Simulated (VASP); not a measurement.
Here is a VASP 6.6.1 calculation.

Contents of INCAR:

```
SYSTEM = MgO
ALGO     = Normal         ! electronic algorithm
EDIFF    = 1E-6           ! SCF threshold, eV
ENCUT    = 520            ! plane-wave cutoff, eV
GGA      = PE             ! functional
ISIF     = 2              ! what is computed and relaxed
ISMEAR   = 0              ! smearing method
LASPH    = .TRUE.         ! aspherical terms in the spheres
LCHARG   = .TRUE.         ! write CHGCAR
LELF     = .TRUE.         ! ELF
LREAL    = .FALSE.        ! projectors in reciprocal space
LVHAR    = .TRUE.       
LWAVE    = .FALSE.        ! write WAVECAR
NBANDS   = 11             ! bands
NELM     = 80             ! most SCF steps
PREC     = Accurate       ! precision mode
SIGMA    = 0.01           ! smearing width, eV
```

The input KPOINTS:

```
k-points
0
G
  6 6 6
  0 0 0
```

POSCAR

```
MgO
1.0
   -0.0525541854      2.1021674158      2.1021674158
    2.1021674158     -0.0525541854      2.1021674158
    2.0496132304      2.0496132304      0.0000000000
Mg O
1 1
Direct
    0.0000000000      0.0000000000      0.0000000000
    0.5000000000      0.5000000000      0.5000000000
```

Potentials or basis: VASP PAW PBE potentials, release 64 (Mg, O).

Launch:

```sh
$ cat potpaw_PBE.64/Mg/POTCAR potpaw_PBE.64/O/POTCAR > POTCAR
$ mpirun -np 1 vasp_std > vasp.out
```

(1) What does it give for the pressure?

(2) Estimate the band gap on the k mesh.

Results:

(1) 5.0 GPa.

(2) 4.56 eV, direct.

Caveat: the k points lie up to 0.44 Å⁻¹ apart; the cell differs from its parent crystal (shear xy strain -5.0%).
